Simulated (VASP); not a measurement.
# B (Fm-3m) in VASP: a series of runs

B is run at these levels: PBEsol; tasks: single point, relaxation of cell and atoms.

Program: VASP 6.6.1. These are calculated values, not measurements. Logs are shortened: lines on timing, memory, paths and dates and some standing lists are left out, and cuts for length are marked.

### 1 The cell of the first run

It takes space group Fm-3m (No. 225, cubic). The conventional cell has a = 2.856 Å, b = 2.856 Å, c = 2.856 Å, α = 90.00°, β = 90.00°, γ = 90.00°. Within 2.7 Å of B (site symmetry m-3m) lie 12 B at 2.02 Å.

### 2 Single point, PBEsol

Input file INCAR:

```
ALGO = Normal ; EDIFF = 1E-6
ENCUT = 500 ; GGA = PS
GGA_COMPAT = F ; ISIF = 2
ISMEAR = -1 ; LASPH = T
LCHARG = F ; LREAL = F
LWAVE = F ; NBANDS = 8
NELM = 120 ; PREC = Accurate
SIGMA = 0.1
```

Input file KPOINTS:

```
k-points
0
Gamma
  23 23 23
```

Input file POSCAR:

```
B
1.0
    0.0000000000      1.4281890133      1.4281890133
    1.4281890133      0.0000000000      1.4281890133
    1.4281890133      1.4281890133      0.0000000000
B
1
Direct
    0.0000000000      0.0000000000      0.0000000000
```

Potentials or basis: VASP PAW PBE potentials, release 64 (B).

Command:

```sh
$ cat potpaw_PBE.64/B/POTCAR > POTCAR
$ mpirun -np 1 vasp_std > vasp.out
```

OUTCAR:

```text
EDIFF = 1E-6
   ENCUT = 500
   GGA = PS
   ISIF = 2
   ISMEAR = -1
   LASPH = T
   LREAL = F
   NELM = 120
   PREC = Accurate

 ion  position               nearest neighbor table
   1  0.000  0.000  0.000-

  LATTYP: Found a face centered cubic cell.
 ALAT       =     2.8563780266

  Lattice vectors:

 A1 = (   0.0000000000,   1.4281890133,   1.4281890133)
 A2 = (   1.4281890133,   0.0000000000,   1.4281890133)
 A3 = (   1.4281890133,   1.4281890133,   0.0000000000)

Analysis of symmetry for initial positions (statically):
=====================================================================
 Subroutine PRICEL returns:
 Original cell was already a primitive cell.

 Routine SETGRP: Setting up the symmetry group for a
 face centered cubic supercell.

 Subroutine GETGRP returns: Found 48 space group operations
 (whereof 48 operations were pure point group operations)
 out of a pool of 48 trial point group operations.

The static configuration has the point symmetry O_h .

Analysis of symmetry for dynamics (positions and initial velocities):
=====================================================================
 Subroutine PRICEL returns:
 Original cell was already a primitive cell.

 Routine SETGRP: Setting up the symmetry group for a
 face centered cubic supercell.

 Subroutine GETGRP returns: Found 48 space group operations
 (whereof 48 operations were pure point group operations)
 out of a pool of 48 trial point group operations.

The dynamic configuration has the point symmetry O_h .

 Subroutine INISYM returns: Found 48 space group operations
 (whereof 48 operations are pure point group operations),
 and found     1 'primitive' translations

----------------------------------------------------------------------------------------

                                     Primitive cell

  volume of cell :       5.8262

  direct lattice vectors                    reciprocal lattice vectors
     0.000000000  1.428189013  1.428189013    -0.350093717  0.350093717  0.350093717
     1.428189013  0.000000000  1.428189013     0.350093717 -0.350093717  0.350093717
     1.428189013  1.428189013  0.000000000     0.350093717  0.350093717 -0.350093717

  length of vectors
     2.019764272  2.019764272  2.019764272     0.606380105  0.606380105  0.606380105

  position of ions in fractional coordinates (direct lattice)
     0.000000000  0.000000000  0.000000000
[... 70 lines left out ...]
   ISPIN  =      1    spin polarized calculation?
   LNONCOLLINEAR =      F non collinear calculations
   LSORBIT =      F    spin-orbit coupling
   LASPH  =      T    aspherical Exc in radial PAW
   ENCUT  =  500.0 eV  36.75 Ry    6.06 a.u.   3.68  3.68  3.68*2*pi/ulx,y,z
   NELM   =    120;   NELMIN=  2; NELMDL= -5     # of ELM steps
   EDIFF  = 0.1E-05   stopping-criterion for ELM
   LREAL  =      F    real-space projection
   EDIFFG = 0.1E-04   stopping-criterion for IOM
   NSW    =      0    number of steps for IOM
   IBRION =     -1    ionic relax: 0-MD 1-quasi-New 2-CG
   NFREE  =      0    steps in history (QN), initial steepest desc. (CG)
   ISIF   =      2    stress and relaxation
   ISYM   =      2    0-nonsym 1-usesym 2-fastsym
   POTIM  = 0.5000    time-step for ionic-motion
   TEBEG  =    0.0;   TEEND  =   0.0 temperature during run
   PSTRESS=    0.0 pullay stress
   NELECT =       3.0000    total number of electrons
   NUPDOWN=      -1.0000    fix difference up-down
   EMIN   =  10.00;   EMAX   =-10.00  energy-range for DOS
   EFERMI =   0.00;   METHOD = LEGACY
   ISMEAR =    -1;   SIGMA  =   0.10  broadening in eV -4-tet -1-fermi 0-gaus
   EFERMI_NEDOS =   21; number of points for ismear=-14 and -15
   IALGO  =     38    algorithm
   IMIX   =      4    mixing-type and parameters
     AMIX     =   0.40;   BMIX     =  1.00
     AMIX_MAG =   1.60;   BMIX_MAG =  1.00
  volume/ion in A,a.u.               =       5.83        39.32
  Fermi-wavevector in a.u.,A,eV,Ry     =   1.312158  2.479620 23.425959  1.721759
  Thomas-Fermi vector in A             =   2.442570
   LORBIT       =      0    0 simple, 1 ext, 2 COOP (PROOUT), +10 PAW based schemes
   GGA     = PS    functional components
   LHFCALC =     F    Hartree Fock is set to
   AEXX    =    0.0000 exact exchange contribution
   IVDW    =     0    specifies the selected vdW correction
   LEPSILON=     F    determine dielectric tensor
   LRPA    =     F    only Hartree local field effects (RPA)
 non-spin polarized calculation
  energy-cutoff  :      500.00
  volume of cell :        5.83
 maximum number of plane-waves:       169
   NGX =  7   NGY =  7   NGZ =  7

 number of electron       3.0000000 magnetization

 Free energy of the ion-electron system (eV)
  ---------------------------------------------------
  ext. energy  EPLUGINS =         0.00000000
  ---------------------------------------------------
  free energy    TOTEN  =        -5.75832026 eV

  energy without entropy =       -5.75172267  energy(sigma->0) =       -5.75502146

 E-fermi :  10.7054     XC(G=0): -13.0805

 val. band max:       10.6968744759   @ k =  -0.4783   0.3043   0.0870
 cond. band min:      10.7066980747   @ k =   0.4783   0.4783   0.0000
 fundamental gap:      0.0098235989
 Fermi energy:        10.7054041003

 k-point     1 :       0.0000    0.0000    0.0000
  band No.  band energies     occupation
      1      -8.6326      2.00000
      2      26.8442      0.00000
      3      26.8442      0.00000
      4      26.8442      0.00000
      5      43.3730      0.00000
      6      43.3730      0.00000
      7      43.3730      0.00000
      8      47.1153      0.00000
[... 243 lines left out ...]
 k-point    24 :      -0.4783    0.0435    0.0000
  band No.  band energies     occupation
      1       0.6158      2.00000
      2       5.1197      2.00000
      3      23.5354      0.00000
      4      23.7107      0.00000
      5      38.4050      0.00000
      6      40.4112      0.00000
      7      44.5651      0.00000
      8      45.3399      0.00000

 [... further k-points ...]
[... 5 lines left out ...]
  --------------------------------------------------------------------------------------
  -------------------------------------------------------------------------------------
  Total        0.0162690      0.0162690      0.0162690     -0.0000000     -0.0000000     -0.0000000
  in kB        4.4738704      4.4738704      4.4738704     -0.0000000     -0.0000000     -0.0000000
  external PRESSURE =       4.4738704 kB  Pullay stress =       0.0000000 kB

 VOLUME and BASIS-vectors are now :
 -----------------------------------------------------------------------------
  energy-cutoff  :      500.00
  volume of cell :        5.83
      direct lattice vectors                 reciprocal lattice vectors
     0.000000000  1.428189013  1.428189013    -0.350093717  0.350093717  0.350093717
     1.428189013  0.000000000  1.428189013     0.350093717 -0.350093717  0.350093717
     1.428189013  1.428189013  0.000000000     0.350093717  0.350093717 -0.350093717

 POSITION                                       TOTAL-FORCE (eV/Angst)
 -----------------------------------------------------------------------------------
      0.00000      0.00000      0.00000         0.000000      0.000000     -0.000000
 -----------------------------------------------------------------------------------
    total drift:                                0.000000     -0.000000     -0.000000

  FREE ENERGIE OF THE ION-ELECTRON SYSTEM (eV)
  ---------------------------------------------------
  free  energy   TOTEN  =        -5.7583202559 eV

  energy  without entropy=       -5.7517226706  energy(sigma->0) =       -5.75502146
```

stdout:

```text
POSCAR found type information on POSCAR B
 POSCAR found :  1 types and       1 ions
 scaLAPACK will be used
 -----------------------------------------------------------------------------
|                                                                             |
|                                                                             |
|     You enforced a specific xc type in the INCAR file but a different       |
|     I HOPE YOU KNOW WHAT YOU ARE DOING!                                     |
|                                                                             |
 -----------------------------------------------------------------------------

 LDA part: xc-table for (Slater+PW92), standard interpolation
 POSCAR, INCAR and KPOINTS ok, starting setup
 FFT: planning ... GRIDC
 FFT: planning ... GRID_SOFT
 FFT: planning ... GRID
 WAVECAR not read
 entering main loop
```

Wall time 6.8 s (1 thread of Intel Xeon Platinum 8488C (Sapphire Rapids), shared host); peak memory 0.12 GiB.

What came out:

| Quantity | Value |
| --- | --- |
| Free energy | -5.7583 eV |
| Pressure | 0.4 GPa |

Caveat: the PAW data sets were made with another functional, which shifts forces and pressure a little.

### 3 Relaxation of cell and atoms, PBEsol

This run uses another cell than the first one, of 6.50 Å³/atom, 1.116 times its volume.

Input file INCAR:

```
ALGO = Normal
EDIFF = 1E-7
EDIFFG = -0.005
ENCUT = 500
GGA = PS
GGA_COMPAT = False
IBRION = 2
ISIF = 3
ISMEAR = -1
LASPH = True
LCHARG = False
LREAL = False
LWAVE = False
NELM = 120
NELMIN = 4
NSW = 60
PREC = Accurate
SIGMA = 0.1
```

KPOINTS is that of step 2.

Input file POSCAR:

```
B
1.0
    0.0000000000      1.4812480342      1.4812480342
    1.4812480342      0.0000000000      1.4812480342
    1.4812480342      1.4812480342      0.0000000000
B
1
Direct
    0.0000000000      0.0000000000      0.0000000000
```

Potentials or basis: VASP PAW PBE potentials, release 64 (B).

Command:

```sh
$ cat potpaw_PBE.64/B/POTCAR > POTCAR
$ mpirun -np 1 vasp_std > vasp.out
```

OUTCAR:

```text
EDIFF = 1E-7
   EDIFFG = -0.005
   ENCUT = 500
   GGA = PS
   IBRION = 2
   ISIF = 3
   ISMEAR = -1
   LASPH = True
   LREAL = False
   NELM = 120
   NELMIN = 4
   NSW = 60
   PREC = Accurate

 ion  position               nearest neighbor table
   1  0.000  0.000  0.000-

  LATTYP: Found a face centered cubic cell.
 ALAT       =     2.9624960684

  Lattice vectors:

 A1 = (   0.0000000000,   1.4812480342,   1.4812480342)
 A2 = (   1.4812480342,   0.0000000000,   1.4812480342)
 A3 = (   1.4812480342,   1.4812480342,   0.0000000000)

Analysis of symmetry for initial positions (statically):
=====================================================================
 Subroutine PRICEL returns:
 Original cell was already a primitive cell.

 Routine SETGRP: Setting up the symmetry group for a
 face centered cubic supercell.

 Subroutine GETGRP returns: Found 48 space group operations
 (whereof 48 operations were pure point group operations)
 out of a pool of 48 trial point group operations.

The static configuration has the point symmetry O_h .

Analysis of symmetry for dynamics (positions and initial velocities):
=====================================================================
 Subroutine PRICEL returns:
 Original cell was already a primitive cell.
[... 134 lines left out ...]
   IVDW    =     0    specifies the selected vdW correction
   LEPSILON=     F    determine dielectric tensor
   LRPA    =     F    only Hartree local field effects (RPA)
 conjugate gradient relaxation of ions
 non-spin polarized calculation
  energy-cutoff  :      500.00
  volume of cell :        6.50
 maximum number of plane-waves:       173
   NGX =  7   NGY =  7   NGZ =  7

--------------------------------------- Ionic step        1  -------------------------------------------

 number of electron       3.0000000 magnetization

 Free energy of the ion-electron system (eV)
  ---------------------------------------------------
  ext. energy  EPLUGINS =         0.00000000
  ---------------------------------------------------
  free energy    TOTEN  =        -5.70338663 eV

  energy without entropy =       -5.69647741  energy(sigma->0) =       -5.69993202

 E-fermi :   9.3761     XC(G=0): -12.6294

 val. band max:        9.3689218754   @ k =  -0.4348   0.3913   0.0435
 cond. band min:       9.3862069327   @ k =  -0.3478   0.4783   0.1739
 fundamental gap:      0.0172850573
 Fermi energy:         9.3760732997

 k-point     1 :       0.0000    0.0000    0.0000
  band No.  band energies     occupation
      1      -8.6698      2.00000
      2      24.0029      0.00000
      3      24.0029      0.00000
      4      24.0029      0.00000
      5      40.1099      0.00000
[... 253 lines left out ...]
--------------------------------------- Ionic step        3  -------------------------------------------

 number of electron       3.0000000 magnetization

 Free energy of the ion-electron system (eV)
  ---------------------------------------------------
  ext. energy  EPLUGINS =         0.00000000
  ---------------------------------------------------
  free energy    TOTEN  =        -5.75918182 eV

  energy without entropy =       -5.75257913  energy(sigma->0) =       -5.75588047

 E-fermi :  10.6914     XC(G=0): -13.0760

 val. band max:       10.6908620974   @ k =   0.4783   0.4783   0.0000
 cond. band min:      10.7080414111   @ k =  -0.4783   0.4348   0.0000
 fundamental gap:      0.0171793136
 Fermi energy:        10.6914335798

 k-point     1 :       0.0000    0.0000    0.0000
  band No.  band energies     occupation
      1      -8.6330      2.00000
      2      26.8150      0.00000
      3      26.8150      0.00000
      4      26.8150      0.00000
      5      43.3398      0.00000
[... 212 lines left out ...]
  FREE ENERGIE OF THE ION-ELECTRON SYSTEM (eV)
  ---------------------------------------------------
  free  energy   TOTEN  =        -5.7591818173 eV

  energy  without entropy=       -5.7525791312  energy(sigma->0) =       -5.75588047

 reached required accuracy - stopping structural energy minimisation
```

Run time: 11 s. Hardware: 1 thread of Intel Xeon Platinum 8488C (Sapphire Rapids), shared host; peak memory 0.12 GiB.

Results:

| Property | Result |
| --- | --- |
| Free energy | -5.7592 eV |
| Relaxed volume | 5.83 Å³/atom |
| Relaxed cell | a = 2.020 Å, b = 2.020 Å, c = 2.020 Å, α = 60.00°, β = 60.00°, γ = 60.00° |
| Space group after relaxing (to 0.05 Å) | Fm-3m (No. 225) |
| Energy gained by relaxing | 55.8 meV/atom |
| Ionic steps | 3 |
| Pressure after relaxing | 0.1 GPa |

The path:
```
step  energy change (eV)  largest force (eV/Å)  pressure (GPa)  volume (Å³)
   1              0.0000                0.0000          -24.59         6.50
   2             -0.0475                0.0000           11.98         5.61
   3             -0.0558                0.0000            0.05         5.83
```

Final structure:
```cif
data_structure
_symmetry_space_group_name_H-M 'P 1'
_symmetry_Int_Tables_number 1
_cell_length_a 2.0205
_cell_length_b 2.0205
_cell_length_c 2.0205
_cell_angle_alpha 60.000
_cell_angle_beta 60.000
_cell_angle_gamma 60.000
_cell_volume 5.83
loop_
_atom_site_label
_atom_site_type_symbol
_atom_site_fract_x
_atom_site_fract_y
_atom_site_fract_z
_atom_site_occupancy
B1 B 0.00000 0.00000 0.00000 1
```

Caveat: the PAW data sets were made with another functional, which shifts forces and pressure a little.
